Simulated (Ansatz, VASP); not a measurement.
# Two plane-wave programs on Fe

The input INCAR:

```
ALGO     = Normal         # electronic algorithm
EDIFF    = 1E-6           # SCF threshold, eV
ENCUT    = 600            # plane-wave cutoff, eV
GGA      = PE             # functional
GGA_COMPAT= F            
ISIF     = 2              # what is computed and relaxed
ISMEAR   = 0              # smearing method
ISPIN    = 2              # spin polarisation
LASPH    = T              # aspherical terms in the spheres
LCHARG   = F              # write CHGCAR
LMAXMIX  = 4              # l up to which the mixer works
LORBIT   = 11             # projections on sites
LREAL    = F              # projectors in reciprocal space
LWAVE    = F              # write WAVECAR
MAGMOM   = 4              # initial moments
NBANDS   = 14             # bands
NELM     = 200            # most SCF steps
PREC     = Accurate       # precision mode
SIGMA    = 0.1            # smearing width, eV
```

The input KPOINTS:

```
k-points
0
Gamma
  14 14 14
```

POSCAR

```
Fe
1.0
   -1.4345000000      1.4345000000      1.4345000000
    1.4345000000     -1.4345000000      1.4345000000
    1.4345000000      1.4345000000     -1.4345000000
Fe
1
Direct
    0.0000000000      0.0000000000      0.0000000000
```

Input for Ansatz:

```yaml
crystal:
  lattice:
    - [-1.4345, 1.4345, 1.4345]
    - [1.4345, -1.4345, 1.4345]
    - [1.4345, 1.4345, -1.4345]
  atoms:
    - { symbol: Fe, position: [0.0, 0.0, 0.0], spin: 4.0 }
magnetization:
  spin_polarized: true
hamiltonian:
  xc: pbe
  pseudopotentials: { kind: paw }
basis:
  ecutwfc: 420
kpoints:
  mp_grid: { grid: [14, 14, 14] }
scf:
  occupations: { method: gaussian, width: 0.1 }
  lower_state_search: "off"
output:
  forces: true
  stress: true
```

Alike in both runs: task single point; functional PBE; k mesh 14 × 14 × 14; occupations gaussian, width 0.1 eV; collinear spin.

|  | VASP | Ansatz |
| --- | --- | --- |
| version | VASP 6.6.1 | Ansatz 0.2.0 |
| potentials or method | VASP PAW PBE potentials, release 64 (Fe), cutoff 600 eV | PAW, plane waves, scalar-relativistic |
| valence electrons in the cell | 8 | 16 |

```csv
,VASP,Ansatz,Ansatz less VASP
pressure (GPa),-7.3,-7.3,+0.02
net moment per atom (μB),2.24,2.22,-0.017
size of the moment on the site where the two differ most (μB),2.24,2.27,+0.030
```

Site moments also hang on the region over which each program counts them. VASP's potentials hold 8 valence electrons a cell and Ansatz's 16, so a difference there can come from the potentials and not from the codes.
